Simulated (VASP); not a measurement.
# In2S (P-4m2) in VASP: a series of runs

The runs below take In2S through single point, with PBE.

Everything below comes from runs of VASP 6.6.1. Logs are shortened: lines on timing, memory, paths and dates and some standing lists are left out, and cuts for length are marked.

## Step 1: The cell of the first run

Symmetry: P-4m2, No. 115, tetragonal system. Conventional cell: a = 3.990 Å, b = 3.990 Å, c = 5.414 Å, α = 90.00°, β = 90.00°, γ = 90.00°. Within 3.6 Å of In (site symmetry 2mm) lie 2 S at 2.71 Å and 4 In at 3.32 Å. Within 3.6 Å of S (site symmetry -4m2) lie 4 In at 2.71 Å.

## Step 2: Single point, PBE

Input file INCAR:

```
PREC = Accurate
ENCUT = 520
EDIFF = 1E-6
ISMEAR = 0
SIGMA = 0.1
LREAL = F
LASPH = T
NELM = 60
ALGO = Normal
ISIF = 2
LWAVE = F
LCHARG = T
GGA = PE
LELF = T
LVHAR = T
NBANDS = 23
```

Input file KPOINTS:

```
Automatic mesh
0
Gamma
  4 4 4
```

Input file POSCAR:

```
In2S
1.0
    3.9898927537      0.0000000000      0.0000000000
    0.0000000000      3.9898927537      0.0000000000
    0.0000000000      0.0000000000      5.4135164343
In S
2 1
Direct
    0.5000000000      0.0000000000      0.6613497036
    0.0000000000      0.5000000000      0.3386502964
    0.0000000000      0.0000000000      0.0000000000
```

Potentials or basis: VASP PAW PBE potentials, release 64 (In_d, S).

Started as:

```sh
cat potpaw_PBE.64/In_d/POTCAR potpaw_PBE.64/S/POTCAR > POTCAR
mpirun -np 1 vasp_std > vasp.out
```

OUTCAR:

```text
PREC = Accurate
   ENCUT = 520
   EDIFF = 1E-6
   ISMEAR = 0
   LREAL = F
   LASPH = T
   NELM = 60
   ISIF = 2
   GGA = PE

 ion  position               nearest neighbor table
   1  0.500  0.000  0.661-   3 2.71   3 2.71   2 3.32   2 3.32   2 3.32   2 3.32
   2  0.000  0.500  0.339-   3 2.71   3 2.71   1 3.32   1 3.32   1 3.32   1 3.32
   3  0.000  0.000  0.000-   1 2.71   2 2.71   2 2.71   1 2.71

  LATTYP: Found a simple tetragonal cell.
 ALAT       =     3.9898927537
 C/A-ratio  =     1.3568075055

  Lattice vectors:

 A1 = (   3.9898927537,   0.0000000000,   0.0000000000)
 A2 = (   0.0000000000,   3.9898927537,   0.0000000000)
 A3 = (   0.0000000000,   0.0000000000,   5.4135164343)

Analysis of symmetry for initial positions (statically):
=====================================================================
 Subroutine PRICEL returns:
 Original cell was already a primitive cell.

 Routine SETGRP: Setting up the symmetry group for a
 simple tetragonal supercell.

 Subroutine GETGRP returns: Found  8 space group operations
 (whereof  8 operations were pure point group operations)
 out of a pool of 16 trial point group operations.

The static configuration has the point symmetry D_2d.

Analysis of symmetry for dynamics (positions and initial velocities):
=====================================================================
 Subroutine PRICEL returns:
 Original cell was already a primitive cell.

 Routine SETGRP: Setting up the symmetry group for a
 simple tetragonal supercell.

 Subroutine GETGRP returns: Found  8 space group operations
 (whereof  8 operations were pure point group operations)
 out of a pool of 16 trial point group operations.

The dynamic configuration has the point symmetry D_2d.

 Subroutine INISYM returns: Found  8 space group operations
 (whereof  8 operations are pure point group operations),
 and found     1 'primitive' translations

----------------------------------------------------------------------------------------

                                     Primitive cell

  volume of cell :      86.1791

  direct lattice vectors                    reciprocal lattice vectors
     3.989892754  0.000000000  0.000000000     0.250633303  0.000000000  0.000000000
     0.000000000  3.989892754  0.000000000     0.000000000  0.250633303  0.000000000
     0.000000000  0.000000000  5.413516434     0.000000000  0.000000000  0.184722816

  length of vectors
     3.989892754  3.989892754  5.413516434     0.250633303  0.250633303  0.184722816

  position of ions in fractional coordinates (direct lattice)
     0.500000000  0.000000000  0.661349704
     0.000000000  0.500000000  0.338650296
     0.000000000  0.000000000  0.000000000

  ion indices of the primitive-cell ions
   primitive index   ion index
                 1           1
                 2           2
                 3           3

----------------------------------------------------------------------------------------

 KPOINTS: Automatic mesh

Automatic generation of k-mesh.
 Grid dimensions read from file:
 generate k-points for:    4    4    4

 Generating k-lattice:

  Cartesian coordinates                     Fractional coordinates (reciprocal lattice)
     0.062658326  0.000000000  0.000000000     0.250000000  0.000000000  0.000000000
     0.000000000  0.062658326  0.000000000     0.000000000  0.250000000  0.000000000
     0.000000000  0.000000000  0.046180704     0.000000000  0.000000000  0.250000000

  Length of vectors
     0.062658326  0.062658326  0.046180704

  Shift w.r.t. Gamma in fractional coordinates (k-lattice)
     0.000000000  0.000000000  0.000000000

 Subroutine IBZKPT returns following result:
 ===========================================

 Found     18 irreducible k-points:

 Following reciprocal coordinates:
            Coordinates               Weight
  0.000000  0.000000  0.000000      1.000000
  0.250000  0.000000  0.000000      4.000000
  0.500000  0.000000  0.000000      2.000000
  0.250000  0.250000  0.000000      4.000000
  0.500000  0.250000  0.000000      4.000000
  0.500000  0.500000  0.000000      1.000000
[... 10 lines left out ...]
  0.500000  0.250000  0.500000      4.000000
  0.500000  0.500000  0.500000      1.000000
   k-points           NKPTS =     18   k-points in BZ     NKDIM =     18   number of bands    NBANDS=     23
   number of dos      NEDOS =    301   number of ions     NIONS =      3
   total plane-waves  NPLWV =  36000
   dimension x,y,z NGX =    30 NGY =   30 NGZ =   40
   dimension x,y,z NGXF=    60 NGYF=   60 NGZF=   80
   ions per type =               2   1
   NGX,Y,Z   is equivalent  to a cutoff of  12.50, 12.50, 12.28 a.u.
   NGXF,Y,Z  is equivalent  to a cutoff of  25.00, 25.00, 24.57 a.u.
 SYSTEM =  unknown system
   PREC   = accura    normal or accurate (medium, high low for compatibility)
   ISTART =      0    job   : 0-new  1-cont  2-samecut
   ICHARG =      2    charge: 1-file 2-atom 10-const
   ISPIN  =      1    spin polarized calculation?
   LNONCOLLINEAR =      F non collinear calculations
   LSORBIT =      F    spin-orbit coupling
   LASPH  =      T    aspherical Exc in radial PAW
   ENCUT  =  520.0 eV  38.22 Ry    6.18 a.u.   7.42  7.42 10.07*2*pi/ulx,y,z
   NELM   =     60;   NELMIN=  2; NELMDL= -5     # of ELM steps
   EDIFF  = 0.1E-05   stopping-criterion for ELM
   LREAL  =      F    real-space projection
   EDIFFG = 0.1E-04   stopping-criterion for IOM
   NSW    =      0    number of steps for IOM
   IBRION =     -1    ionic relax: 0-MD 1-quasi-New 2-CG
   NFREE  =      0    steps in history (QN), initial steepest desc. (CG)
   ISIF   =      2    stress and relaxation
   ISYM   =      2    0-nonsym 1-usesym 2-fastsym
   POTIM  = 0.5000    time-step for ionic-motion
   TEBEG  =    0.0;   TEEND  =   0.0 temperature during run
   PSTRESS=    0.0 pullay stress
   NELECT =      32.0000    total number of electrons
   NUPDOWN=      -1.0000    fix difference up-down
   EMIN   =  10.00;   EMAX   =-10.00  energy-range for DOS
   EFERMI =   0.00;   METHOD = LEGACY
   ISMEAR =     0;   SIGMA  =   0.10  broadening in eV -4-tet -1-fermi 0-gaus
   EFERMI_NEDOS =   21; number of points for ismear=-14 and -15
   IALGO  =     38    algorithm
   IMIX   =      4    mixing-type and parameters
     AMIX     =   0.40;   BMIX     =  1.00
     AMIX_MAG =   1.60;   BMIX_MAG =  1.00
  volume/ion in A,a.u.               =      28.73       193.86
  Fermi-wavevector in a.u.,A,eV,Ry     =   1.176678  2.223598 18.838224  1.384570
  Thomas-Fermi vector in A             =   2.313037
   LORBIT       =      0    0 simple, 1 ext, 2 COOP (PROOUT), +10 PAW based schemes
   GGA     = PE    functional components
   LHFCALC =     F    Hartree Fock is set to
   AEXX    =    0.0000 exact exchange contribution
   IVDW    =     0    specifies the selected vdW correction
   LEPSILON=     F    determine dielectric tensor
   LRPA    =     F    only Hartree local field effects (RPA)
 non-spin polarized calculation
 Gauss-broadening in eV      SIGMA  =   0.10
  energy-cutoff  :      520.00
  volume of cell :       86.18
 maximum number of plane-waves:      2365
 NGX is ok and might be reduce to    30
   NGX = 15   NGY = 15   NGZ = 21

 number of electron      32.0000007 magnetization

 Free energy of the ion-electron system (eV)
  ---------------------------------------------------
  ext. energy  EPLUGINS =         0.00000000
  ---------------------------------------------------
  free energy    TOTEN  =       -10.01973013 eV

  energy without entropy =      -10.01573391  energy(sigma->0) =      -10.01773202

 E-fermi :   5.2222     XC(G=0):  -9.0804

 val. band max:        5.2190840200   @ k =   0.2500   0.2500   0.0000
 cond. band min:       5.4289206350   @ k =   0.5000   0.2500   0.0000
 fundamental gap:      0.2098366150
 Fermi energy:         5.2222473013

 k-point     1 :       0.0000    0.0000    0.0000
  band No.  band energies     occupation
      1      -9.6463      2.00000
      2      -9.4580      2.00000
      3      -9.4362      2.00000
      4      -9.4362      2.00000
      5      -9.4230      2.00000
      6      -9.3502      2.00000
[... 15 lines left out ...]
     22      11.0152      0.00000
     23      11.3774      0.00000

 k-point     2 :       0.2500    0.0000    0.0000
  band No.  band energies     occupation
      1      -9.5971      2.00000
      2      -9.4842      2.00000
      3      -9.4759      2.00000
      4      -9.4516      2.00000
      5      -9.4039      2.00000
      6      -9.3546      2.00000
[... 15 lines left out ...]
     22      10.9786      0.00000
     23      12.0168      0.00000

 k-point     3 :       0.5000    0.0000    0.0000
  band No.  band energies     occupation
      1      -9.5746      2.00000
      2      -9.4826      2.00000
      3      -9.4790      2.00000
      4      -9.4767      2.00000
      5      -9.4402      2.00000
      6      -9.3395      2.00000
[... 15 lines left out ...]
     22      12.0152      0.00000
     23      12.4091      0.00000

 k-point     4 :       0.2500    0.2500    0.0000
  band No.  band energies     occupation
      1      -9.6173      2.00000
      2      -9.4892      2.00000
      3      -9.4609      2.00000
      4      -9.4349      2.00000
      5      -9.3944      2.00000
      6      -9.3424      2.00000
[... 15 lines left out ...]
     22      11.6359      0.00000
     23      12.8103      0.00000

 k-point     5 :       0.5000    0.2500    0.0000
  band No.  band energies     occupation
      1      -9.6507      2.00000
      2      -9.5009      2.00000
      3      -9.4215      2.00000
      4      -9.4137      2.00000
      5      -9.3895      2.00000
      6      -9.3659      2.00000
[... 15 lines left out ...]
     22      11.7776      0.00000
     23      12.0769      0.00000

 k-point     6 :       0.5000    0.5000    0.0000
  band No.  band energies     occupation
      1      -9.6955      2.00000
      2      -9.4827      2.00000
      3      -9.4287      2.00000
      4      -9.4287      2.00000
      5      -9.3516      2.00000
      6      -9.3516      2.00000
[... 15 lines left out ...]
     22      10.5378      0.00000
     23      14.5036      0.00000

 k-point     7 :       0.0000    0.0000    0.2500
  band No.  band energies     occupation
      1      -9.6086      2.00000
      2      -9.4567      2.00000
      3      -9.4424      2.00000
      4      -9.4283      2.00000
      5      -9.4283      2.00000
      6      -9.3660      2.00000
[... 197 lines left out ...]
     22      11.8759      0.00000
     23      12.9262      0.00000

 k-point    15 :       0.5000    0.0000    0.5000
  band No.  band energies     occupation
      1      -9.6406      2.00000
      2      -9.4921      2.00000
      3      -9.4890      2.00000
      4      -9.4699      2.00000
      5      -9.3700      2.00000
      6      -9.3464      2.00000
[... 15 lines left out ...]
     22      11.2010      0.00000
     23      12.1568      0.00000

 k-point    16 :       0.2500    0.2500    0.5000
  band No.  band energies     occupation
      1      -9.5858      2.00000
      2      -9.5007      2.00000
      3      -9.4704      2.00000
      4      -9.4206      2.00000
      5      -9.4147      2.00000
      6      -9.3560      2.00000
[... 15 lines left out ...]
     22      11.7002      0.00000
     23      13.6365      0.00000

 k-point    17 :       0.5000    0.2500    0.5000
  band No.  band energies     occupation
      1      -9.6145      2.00000
      2      -9.4926      2.00000
      3      -9.4889      2.00000
      4      -9.4183      2.00000
      5      -9.3632      2.00000
      6      -9.3615      2.00000
[... 15 lines left out ...]
     22      11.5505      0.00000
     23      12.8435      0.00000

 k-point    18 :       0.5000    0.5000    0.5000
  band No.  band energies     occupation
      1      -9.5954      2.00000
      2      -9.4697      2.00000
      3      -9.4667      2.00000
      4      -9.4170      2.00000
      5      -9.4170      2.00000
      6      -9.3564      2.00000
[... 15 lines left out ...]
     22      10.7682      0.00000
     23      13.4798      0.00000

------------------------ aborting loop because EDIFF is reached ----------------------------------------

  FORCE on cell =-STRESS in cart. coord.  units (eV):
  Direction    XX          YY          ZZ          XY          YZ          ZX
  --------------------------------------------------------------------------------------
  -------------------------------------------------------------------------------------
  Total        0.0293399      0.0293399      0.0565405      0.0000000      0.0000000      0.0000000
  in kB        0.5454650      0.5454650      1.0511596      0.0000000      0.0000000      0.0000000
  external PRESSURE =       0.7140299 kB  Pullay stress =       0.0000000 kB

 VOLUME and BASIS-vectors are now :
 -----------------------------------------------------------------------------
  energy-cutoff  :      520.00
  volume of cell :       86.18
      direct lattice vectors                 reciprocal lattice vectors
     3.989892754  0.000000000  0.000000000     0.250633303  0.000000000  0.000000000
     0.000000000  3.989892754  0.000000000     0.000000000  0.250633303  0.000000000
     0.000000000  0.000000000  5.413516434     0.000000000  0.000000000  0.184722816

 POSITION                                       TOTAL-FORCE (eV/Angst)
 -----------------------------------------------------------------------------------
      1.99495      0.00000      3.58023        -0.000000     -0.000000     -0.044581
      0.00000      1.99495      1.83329         0.000000      0.000000      0.044581
      0.00000      0.00000      0.00000         0.000000      0.000000      0.000000
 -----------------------------------------------------------------------------------
    total drift:                                0.000000      0.000000     -0.000000

  FREE ENERGIE OF THE ION-ELECTRON SYSTEM (eV)
  ---------------------------------------------------
  free  energy   TOTEN  =       -10.0197301326 eV

  energy  without entropy=      -10.0157339089  energy(sigma->0) =      -10.01773202
```

Wall time 20 s (1 thread of Intel Xeon Platinum 8488C (Sapphire Rapids), shared host); peak memory 0.18 GiB.

Results:

* Free energy: -10.0197 eV
* Pressure: 0.1 GPa
* Largest force: 0.045 eV/Å
* Band gap on the k mesh: zero (band 16 reaches 6.43 eV, above the bottom of band 17 at 3.66 eV)

Forces on the atoms (eV/Å):
```
In   0.000  0.000 -0.045
In   0.000  0.000  0.045
S    0.000  0.000  0.000
```

Levels at points of the mesh, in eV from the Fermi level:
| k point | band 14 | band 15 | band 16 | band 17 | band 18 | band 19 |
| --- | --- | --- | --- | --- | --- | --- |
| (0.00, 0.00, 0.00) | -2.56 | -2.56 | 1.21 | 1.91 | 3.43 | 3.43 |
| (0.50, 0.00, 0.00) | -3.50 | -2.18 | -2.01 | 0.38 | 3.24 | 4.09 |
| (0.50, 0.50, 0.00) | -3.33 | -1.82 | -0.92 | -0.92 | -0.38 | 2.89 |
| (0.00, 0.00, 0.50) | -2.31 | -1.73 | -1.56 | 2.04 | 2.04 | 3.07 |
| (0.50, 0.00, 0.50) | -3.95 | -2.10 | -0.51 | 1.50 | 2.93 | 4.38 |
| (0.50, 0.50, 0.50) | -4.43 | -2.07 | -2.07 | -1.28 | 1.29 | 2.61 |

Caveat: the k points lie up to 0.39 Å⁻¹ apart; spin-orbit coupling is left out, which moves the levels of the heavy elements.

## Step 3: Single point, PBE

This run uses another cell than the first one, of 32.93 Å³/atom, 1.146 times its volume.

Input file INCAR:

```
SYSTEM = In2S
  ALGO = Normal
  EDIFF = 1E-7
  ENCUT = 520
  GGA = PE
  ISIF = 2
  ISMEAR = 0
  LASPH = .TRUE.
  LCHARG = .FALSE.
  LREAL = .FALSE.
  LWAVE = .FALSE.
  NBANDS = 23
  NELM = 60
  PREC = Accurate
  SIGMA = 0.1
```

Input file KPOINTS:

```
k-points
0
G
  4 4 4
  0 0 0
```

Input file POSCAR:

```
In2S
1.0
    4.1184087500      0.0000000000      0.0000000000
    0.0000000000      4.1184087500      0.0000000000
    0.0000000000      0.0000000000      5.8243095200
In S
2 1
Direct
    0.5000000000      0.0000000000      0.7500000000
    0.0000000000      0.5000000000      0.2500000000
    0.0000000000      0.0000000000      0.0000000000
```

Potentials or basis: VASP PAW PBE potentials, release 64 (In_d, S).

Started as:

```sh
cat potpaw_PBE.64/In_d/POTCAR potpaw_PBE.64/S/POTCAR > POTCAR
mpirun -np 1 vasp_std > vasp.out
```

It took 23 s on 1 thread of Intel Xeon Platinum 8488C (Sapphire Rapids), shared host; peak memory 0.22 GiB.

The run converged. Its results:

| Quantity | Value |
| --- | --- |
| Free energy | -9.1177 eV |
| Pressure | 5.2 GPa |
| Largest force | 2.151 eV/Å |
| Band gap on the k mesh | zero (band 16 reaches 4.63 eV, above the bottom of band 17 at 3.29 eV) |

Forces on the atoms (eV/Å):
```
In   0.000  0.000 -2.151
In   0.000  0.000  2.151
S    0.000  0.000  0.000
```

Stress tensor (GPa, compression positive):
```
4.31 0.00 0.00
0.00 4.31 0.00
0.00 0.00 6.96
```

Levels at points of the mesh, in eV from the Fermi level:
```csv
k point,band 13,band 14,band 15,band 16,band 17,band 18,band 19,band 20
"(0.00, 0.00, 0.00)",-4.40,-3.58,-3.58,0.60,0.72,3.62,4.36,4.36
"(0.50, 0.00, 0.00)",-4.97,-3.27,-1.89,-1.26,0.21,2.27,3.80,4.48
"(0.50, 0.50, 0.00)",-6.17,-4.13,-1.10,-0.44,-0.44,1.87,2.59,3.76
"(0.00, 0.00, 0.50)",-3.52,-3.52,-2.51,-1.12,1.80,2.79,3.21,3.21
"(0.50, 0.00, 0.50)",-5.43,-3.25,-2.52,-0.59,1.57,1.94,3.95,4.72
"(0.50, 0.50, 0.50)",-6.12,-4.40,-0.98,-0.98,-0.27,0.52,4.15,4.81
```

Caveat: the k points lie up to 0.38 Å⁻¹ apart; spin-orbit coupling is left out, which moves the levels of the heavy elements; forces of over 1 eV/Å act on the atoms, so gaps and moduli don't describe the material at rest.
